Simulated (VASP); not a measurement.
# P (Im-3m) in VASP: notebook

Runs on P. Level: LDA. Tasks: single point, relaxation of cell and atoms.

Program: VASP 6.6.1. These are calculated values, not measurements. Logs are shortened: lines on timing, memory, paths and dates and some standing lists are left out, and cuts for length are marked.

## (1) The cell of the first run

It takes space group Im-3m (No. 229, cubic). Conventional cell: a = 2.924 Å, b = 2.924 Å, c = 2.924 Å, α = 90.00°, β = 90.00°, γ = 90.00°. Within 3.3 Å of P (site symmetry m-3m) lie 14 P at 2.53 to 2.92 Å.

## (2) Single point, LDA (volume scaled by 0.92)

Input file INCAR:

```
SYSTEM = P
PREC = Accurate
ENCUT = 520
EDIFF = 1E-7
ISMEAR = -1
SIGMA = 0.05
LREAL = .FALSE.
LASPH = .TRUE.
NELM = 80
ALGO = Normal
ISIF = 2
LWAVE = .FALSE.
LCHARG = .TRUE.
LELF = .TRUE.
LVHAR = .TRUE.
NBANDS = 8
```

Input file KPOINTS:

```
Automatic mesh
0
G
  17 17 17
  0 0 0
```

Input file POSCAR:

```
P
1.0
   -1.4620485055      1.4620485055      1.4620485055
    1.4620485055     -1.4620485055      1.4620485055
    1.4620485055      1.4620485055     -1.4620485055
P
1
Direct
    0.0000000000      0.0000000000      0.0000000000
```

Potentials or basis: VASP PAW LDA potentials, release 64 (P).

Launch:

```bash
cat potpaw_LDA.64/P/POTCAR > POTCAR
mpirun -np 1 vasp_std > vasp.out
```

OUTCAR:

```text
SYSTEM = P
   PREC = Accurate
   ENCUT = 520
   EDIFF = 1E-7
   ISMEAR = -1
   LREAL = .FALSE.
   LASPH = .TRUE.
   NELM = 80
   ISIF = 2

 ion  position               nearest neighbor table
   1  0.000  0.000  0.000-

  LATTYP: Found a body centered cubic cell.
 ALAT       =     2.9240970110

  Lattice vectors:

 A1 = (  -1.4620485055,   1.4620485055,   1.4620485055)
 A2 = (   1.4620485055,  -1.4620485055,   1.4620485055)
 A3 = (   1.4620485055,   1.4620485055,  -1.4620485055)

Analysis of symmetry for initial positions (statically):
=====================================================================
 Subroutine PRICEL returns:
 Original cell was already a primitive cell.

 Routine SETGRP: Setting up the symmetry group for a
 body centered cubic supercell.

 Subroutine GETGRP returns: Found 48 space group operations
 (whereof 48 operations were pure point group operations)
 out of a pool of 48 trial point group operations.

The static configuration has the point symmetry O_h .

Analysis of symmetry for dynamics (positions and initial velocities):
=====================================================================
 Subroutine PRICEL returns:
 Original cell was already a primitive cell.

 Routine SETGRP: Setting up the symmetry group for a
 body centered cubic supercell.

 Subroutine GETGRP returns: Found 48 space group operations
 (whereof 48 operations were pure point group operations)
 out of a pool of 48 trial point group operations.

The dynamic configuration has the point symmetry O_h .

 Subroutine INISYM returns: Found 48 space group operations
 (whereof 48 operations are pure point group operations),
 and found     1 'primitive' translations

----------------------------------------------------------------------------------------

                                     Primitive cell

  volume of cell :      12.5010

  direct lattice vectors                    reciprocal lattice vectors
    -1.462048506  1.462048506  1.462048506     0.000000000  0.341985918  0.341985918
     1.462048506 -1.462048506  1.462048506     0.341985918  0.000000000  0.341985918
     1.462048506  1.462048506 -1.462048506     0.341985918  0.341985918  0.000000000

  length of vectors
     2.532342295  2.532342295  2.532342295     0.483641123  0.483641123  0.483641123

  position of ions in fractional coordinates (direct lattice)
     0.000000000  0.000000000  0.000000000

  ion indices of the primitive-cell ions
[... 75 lines left out ...]
   LREAL  =      F    real-space projection
   EDIFFG = 0.1E-05   stopping-criterion for IOM
   NSW    =      0    number of steps for IOM
   IBRION =     -1    ionic relax: 0-MD 1-quasi-New 2-CG
   NFREE  =      0    steps in history (QN), initial steepest desc. (CG)
   ISIF   =      2    stress and relaxation
   ISYM   =      2    0-nonsym 1-usesym 2-fastsym
   POTIM  = 0.5000    time-step for ionic-motion
   TEBEG  =    0.0;   TEEND  =   0.0 temperature during run
   PSTRESS=    0.0 pullay stress
   NELECT =       5.0000    total number of electrons
   NUPDOWN=      -1.0000    fix difference up-down
   EMIN   =  10.00;   EMAX   =-10.00  energy-range for DOS
   EFERMI =   0.00;   METHOD = LEGACY
   ISMEAR =    -1;   SIGMA  =   0.05  broadening in eV -4-tet -1-fermi 0-gaus
   EFERMI_NEDOS =   21; number of points for ismear=-14 and -15
   IALGO  =     38    algorithm
   IMIX   =      4    mixing-type and parameters
     AMIX     =   0.40;   BMIX     =  1.00
     AMIX_MAG =   1.60;   BMIX_MAG =  1.00
  volume/ion in A,a.u.               =      12.50        84.36
  Fermi-wavevector in a.u.,A,eV,Ry     =   1.206192  2.279372 19.795099  1.454899
  Thomas-Fermi vector in A             =   2.341866
   LORBIT       =      0    0 simple, 1 ext, 2 COOP (PROOUT), +10 PAW based schemes
   GGA     = CA    functional components
   LHFCALC =     F    Hartree Fock is set to
   AEXX    =    0.0000 exact exchange contribution
   IVDW    =     0    specifies the selected vdW correction
   LEPSILON=     F    determine dielectric tensor
   LRPA    =     F    only Hartree local field effects (RPA)
 non-spin polarized calculation
  energy-cutoff  :      520.00
  volume of cell :       12.50
 maximum number of plane-waves:       366
   NGX =  9   NGY =  9   NGZ =  9

 number of electron       5.0000000 magnetization

 Free energy of the ion-electron system (eV)
  ---------------------------------------------------
  ext. energy  EPLUGINS =         0.00000000
  ---------------------------------------------------
  free energy    TOTEN  =        -5.44506216 eV

  energy without entropy =       -5.44057344  energy(sigma->0) =       -5.44281780

 E-fermi :  11.8675     XC(G=0): -12.2013

 val. band max:       11.8653866484   @ k =  -0.4706  -0.4706   0.1176
 cond. band min:      11.9060980332   @ k =   0.3529   0.1176   0.0588
 fundamental gap:      0.0407113848
 Fermi energy:        11.8674792386

 k-point     1 :       0.0000    0.0000    0.0000
  band No.  band energies     occupation
      1      -5.8866      2.00000
      2      20.3421      0.00000
      3      20.3421      0.00000
      4      20.3421      0.00000
      5      24.3042      0.00000
      6      24.3042      0.00000
      7      24.3042      0.00000
      8      28.5729      0.00000
[... 243 lines left out ...]
 k-point    24 :       0.1765    0.1765    0.0000
  band No.  band energies     occupation
      1      -2.8189      2.00000
      2      11.3439      1.99994
      3      12.6455      0.00000
      4      17.0420      0.00000
      5      22.6846      0.00000
      6      24.3819      0.00000
      7      28.1439      0.00000
      8      29.8847      0.00000

 [... further k-points ...]

------------------------ aborting loop because EDIFF is reached ----------------------------------------

  FORCE on cell =-STRESS in cart. coord.  units (eV):
  Direction    XX          YY          ZZ          XY          YZ          ZX
  --------------------------------------------------------------------------------------
  -------------------------------------------------------------------------------------
  Total        0.8132628      0.8132628      0.8132628     -0.0000000     -0.0000000      0.0000000
  in kB      104.2308146    104.2308146    104.2308146     -0.0000000     -0.0000000      0.0000000
  external PRESSURE =     104.2308146 kB  Pullay stress =       0.0000000 kB

 VOLUME and BASIS-vectors are now :
 -----------------------------------------------------------------------------
  energy-cutoff  :      520.00
  volume of cell :       12.50
      direct lattice vectors                 reciprocal lattice vectors
    -1.462048506  1.462048506  1.462048506     0.000000000  0.341985918  0.341985918
     1.462048506 -1.462048506  1.462048506     0.341985918  0.000000000  0.341985918
     1.462048506  1.462048506 -1.462048506     0.341985918  0.341985918  0.000000000

 POSITION                                       TOTAL-FORCE (eV/Angst)
 -----------------------------------------------------------------------------------
      0.00000      0.00000      0.00000         0.000000      0.000000     -0.000000
 -----------------------------------------------------------------------------------
    total drift:                                0.000000      0.000000     -0.000000

  FREE ENERGIE OF THE ION-ELECTRON SYSTEM (eV)
  ---------------------------------------------------
  free  energy   TOTEN  =        -5.4450621621 eV

  energy  without entropy=       -5.4405734362  energy(sigma->0) =       -5.44281780
```

Wall time 7.5 s (1 thread of Intel Xeon Platinum 8488C (Sapphire Rapids), shared host); peak memory 0.12 GiB.

Results:

| Quantity | Value |
| --- | --- |
| Free energy | -5.4451 eV |
| Pressure | 10.4 GPa |

Levels at points of the mesh, in eV from the Fermi level:
```
           k point  band 1  band 2  band 3  band 4  band 5  band 6
(0.00, 0.00, 0.00)  -17.75    8.47    8.47    8.47   12.44   12.44
```

Caveat: the cell differs from its parent crystal (volume scaled by 0.92).

## (3) Single point, LDA

This run uses another cell than the first one, of 13.59 Å³/atom, 1.087 times its volume.

Input file INCAR:

```
ALGO = Normal
EDIFF = 1E-6
ENCUT = 520
ISIF = 2
ISMEAR = -1
LASPH = T
LCHARG = F
LREAL = F
LWAVE = F
NBANDS = 8
NELM = 80
PREC = Accurate
SIGMA = 0.05
```

Input file KPOINTS:

```
k-points
0
Gamma
  17 17 17
```

Input file POSCAR:

```
P
1.0
   -1.5032544752      1.5032544752      1.5032544752
    1.5032544752     -1.5032544752      1.5032544752
    1.5032544752      1.5032544752     -1.5032544752
P
1
Direct
    0.0000000000      0.0000000000      0.0000000000
```

Potentials or basis: VASP PAW LDA potentials, release 64 (P).

Launch:

```bash
cat potpaw_LDA.64/P/POTCAR > POTCAR
mpirun -np 1 vasp_std > vasp.out
```

Wall time 6.7 s (1 thread of Intel Xeon Platinum 8488C (Sapphire Rapids), shared host); peak memory 0.12 GiB.

The run converged. Its results:

| Item | Value |
| --- | --- |
| Free energy | -5.4783 eV |
| Pressure | -0.2 GPa |

Levels at points of the mesh, in eV from the Fermi level:
```tsv
k point	band 1	band 2	band 3	band 4	band 5	band 6	band 7
(0.00, 0.00, 0.00)	-16.81	7.60	7.60	7.60	12.22	12.22	12.22
```

## (4) Single point, LDA

This run uses another cell than the first one, of 13.59 Å³/atom, 1.087 times its volume.

Input file INCAR:

```
PREC = Accurate ; ENCUT = 520
EDIFF = 1E-7 ; ISMEAR = -1
SIGMA = 0.05 ; LREAL = False
LASPH = True ; NELM = 60
ALGO = Normal ; ISIF = 2
LWAVE = False ; LCHARG = False
GGA = CA ; NBANDS = 8
```

Input file KPOINTS:

```
regular mesh
0
Gamma
  17 17 17
```

POSCAR is that of step 3.

Potentials or basis: VASP PAW LDA potentials, release 64 (P).

Launch:

```bash
cat potpaw_LDA.64/P/POTCAR > POTCAR
mpirun -np 1 vasp_std > vasp.out
```

OUTCAR:

```text
PREC = Accurate
   ENCUT = 520
   EDIFF = 1E-7
   ISMEAR = -1
   LREAL = False
   LASPH = True
   NELM = 60
   ISIF = 2
   GGA = CA

 ion  position               nearest neighbor table
   1  0.000  0.000  0.000-

  LATTYP: Found a body centered cubic cell.
 ALAT       =     3.0065089504

  Lattice vectors:

 A1 = (  -1.5032544752,   1.5032544752,   1.5032544752)
 A2 = (   1.5032544752,  -1.5032544752,   1.5032544752)
[... 440 lines left out ...]
      6      22.6261      0.00000
      7      26.2151      0.00000
      8      27.8737      0.00000

 [... further k-points ...]

------------------------ aborting loop because EDIFF is reached ----------------------------------------

  FORCE on cell =-STRESS in cart. coord.  units (eV):
  Direction    XX          YY          ZZ          XY          YZ          ZX
  --------------------------------------------------------------------------------------
  -------------------------------------------------------------------------------------
  Total       -0.0113501     -0.0113501     -0.0113501      0.0000000     -0.0000000     -0.0000000
  in kB       -1.3382943     -1.3382943     -1.3382943      0.0000000     -0.0000000     -0.0000000
  external PRESSURE =      -1.3382943 kB  Pullay stress =       0.0000000 kB

 VOLUME and BASIS-vectors are now :
 -----------------------------------------------------------------------------
  energy-cutoff  :      520.00
  volume of cell :       13.59
      direct lattice vectors                 reciprocal lattice vectors
    -1.503254475  1.503254475  1.503254475     0.000000000  0.332611682  0.332611682
     1.503254475 -1.503254475  1.503254475     0.332611682  0.000000000  0.332611682
     1.503254475  1.503254475 -1.503254475     0.332611682  0.332611682  0.000000000

 POSITION                                       TOTAL-FORCE (eV/Angst)
 -----------------------------------------------------------------------------------
      0.00000      0.00000      0.00000        -0.000000      0.000000     -0.000000
 -----------------------------------------------------------------------------------
    total drift:                                0.000000      0.000000     -0.000000

  FREE ENERGIE OF THE ION-ELECTRON SYSTEM (eV)
  ---------------------------------------------------
  free  energy   TOTEN  =        -5.4782774842 eV

  energy  without entropy=       -5.4736809961  energy(sigma->0) =       -5.47597924
```

stdout:

```text
POSCAR found type information on POSCAR P
 POSCAR found :  1 types and       1 ions
 scaLAPACK will be used
 LDA part: xc-table for (Slater(with rela. corr.)+CA(PZ))
 , standard interpolation
 POSCAR, INCAR and KPOINTS ok, starting setup
 FFT: planning ... GRIDC
 FFT: planning ... GRID_SOFT
 FFT: planning ... GRID
 WAVECAR not read
 entering main loop
```

It took 7.4 s on 1 thread of Intel Xeon Platinum 8488C (Sapphire Rapids), shared host; peak memory 0.12 GiB.

Results:

| Property | Result |
| --- | --- |
| Free energy | -5.4783 eV |
| Pressure | -0.1 GPa |

Levels at points of the mesh, in eV from the Fermi level:
```csv
k point,band 1,band 2,band 3,band 4,band 5,band 6,band 7,band 8
"(0.00, 0.00, 0.00)",-16.81,7.60,7.60,7.60,12.22,12.22,12.22,16.25
```

## (5) Single point, LDA

This run uses another cell than the first one, of 13.59 Å³/atom, 1.087 times its volume.

Input file INCAR:

```
SYSTEM = P
PREC = Accurate
ENCUT = 520
EDIFF = 1E-6
ISMEAR = -1
SIGMA = 0.05
LREAL = .FALSE.
LASPH = .TRUE.
NELM = 100
ALGO = Normal
ISIF = 2
LWAVE = .FALSE.
LCHARG = .FALSE.
GGA = CA
NBANDS = 8
```

Input file KPOINTS:

```
regular mesh
0
G
  17 17 17
  0 0 0
```

POSCAR is that of step 4.

Launch:

```bash
cat potpaw_LDA.64/P/POTCAR > POTCAR
mpirun -np 1 vasp_std > vasp.out
```

Wall time 6.6 s (1 thread of Intel Xeon Platinum 8488C (Sapphire Rapids), shared host); peak memory 0.12 GiB.

The run converged. Its results:

| Property | Result |
| --- | --- |
| Free energy | -5.4783 eV |
| Pressure | -0.2 GPa |

Levels at points of the mesh, in eV from the Fermi level:
| k point | band 1 | band 2 | band 3 | band 4 | band 5 | band 6 | band 7 |
| --- | --- | --- | --- | --- | --- | --- | --- |
| (0.00, 0.00, 0.00) | -16.81 | 7.60 | 7.60 | 7.60 | 12.22 | 12.22 | 12.22 |

## (6) Relaxation of cell and atoms, LDA

This run uses another cell than the first one, of 15.00 Å³/atom, 1.200 times its volume.

Input file INCAR:

```
SYSTEM = P
ALGO = Normal ; EDIFF = 1E-7
EDIFFG = -0.005 ; ENCUT = 600
GGA = CA ; IBRION = 2
ISIF = 3 ; ISMEAR = -1
LASPH = .True. ; LCHARG = .False.
LREAL = .False. ; LWAVE = .False.
NELM = 80 ; NSW = 60
PREC = Accurate ; SIGMA = 0.05
```

Input file KPOINTS:

```
k-points
0
Gamma
  17 17 17
  0 0 0
```

Input file POSCAR:

```
P
1.0
   -1.5536162530      1.5536162530      1.5536162530
    1.5536162530     -1.5536162530      1.5536162530
    1.5536162530      1.5536162530     -1.5536162530
P
1
Direct
    0.0000000000      0.0000000000      0.0000000000
```

Potentials or basis: VASP PAW LDA potentials, release 64 (P).

Launch:

```bash
cat potpaw_LDA.64/P/POTCAR > POTCAR
mpirun -np 1 vasp_std > vasp.out
```

Run time: 27 s. Hardware: 1 thread of Intel Xeon Platinum 8488C (Sapphire Rapids), shared host; peak memory 0.13 GiB.

The run converged. Its results:

- Free energy: -5.4787 eV
- Relaxed volume: 13.58 Å³/atom
- Relaxed cell: a = 2.603 Å, b = 2.603 Å, c = 2.603 Å, α = 109.47°, β = 109.47°, γ = 109.47°
- Space group after relaxing (to 0.05 Å): Im-3m (No. 229)
- Energy gained by relaxing: 45.8 meV/atom
- Ionic steps: 16
- Pressure after relaxing: 0.0 GPa

The path:
```tsv
step	energy change (eV)	largest force (eV/Å)	pressure (GPa)	volume (Å³)
1	0.0000	0.0000	-9.52	15.00
2	-0.0408	0.0000	3.76	13.15
3	-0.0458	0.0000	0.06	13.57
4	-0.0457	0.0000	-0.17	13.59
5	-0.0457	0.0000	-0.17	13.59
6	-0.0457	0.0000	-0.16	13.59
7	-0.0457	0.0000	-0.15	13.59
8	-0.0457	0.0000	-0.15	13.59
9	-0.0457	0.0000	-0.15	13.59
10	-0.0457	0.0000	-0.15	13.59
11	-0.0458	0.0000	-0.15	13.59
12	-0.0458	0.0000	-0.15	13.59
13	-0.0458	0.0000	-0.14	13.59
14	-0.0458	0.0000	-0.12	13.59
15	-0.0458	0.0000	-0.08	13.58
16	-0.0458	0.0000	-0.01	13.58
```

Final structure:
```yaml
crystal:
  lattice:
    - [-1.50280, 1.50280, 1.50280]
    - [1.50280, -1.50280, 1.50280]
    - [1.50280, 1.50280, -1.50280]
  atoms:
    - { symbol: P, position: [0.00000, 0.00000, 0.00000] }
```

Levels at points of the mesh, in eV from the Fermi level:
| k point | band 1 | band 2 | band 3 | band 4 | band 5 | band 6 |
| --- | --- | --- | --- | --- | --- | --- |
| (0.00, 0.00, 0.00) | -16.82 | 7.61 | 7.61 | 7.61 | 12.22 | 12.22 |

## (7) Overview

```csv
task,cell,cutoff (eV),gap on the mesh (eV),pressure (GPa)
single point,"a = 2.532 Å, angles 109.5°, 1 atom",520,none,10.4
single point,"a = 2.604 Å, angles 109.5°, 1 atom",520,none,-0.2
relaxation of cell and atoms,"relaxed from a = 2.691 Å, angles 109.5°, 1 atom",600,none,0.0
```

Alike in all rows: level LDA; potentials or basis VASP PAW LDA potentials, release 64 (P); no spin polarisation; k mesh 17 × 17 × 17; smearing fermi-dirac 0.05 eV.

Total energies depend on the potentials used, so only differences within one code and one set of settings carry meaning.
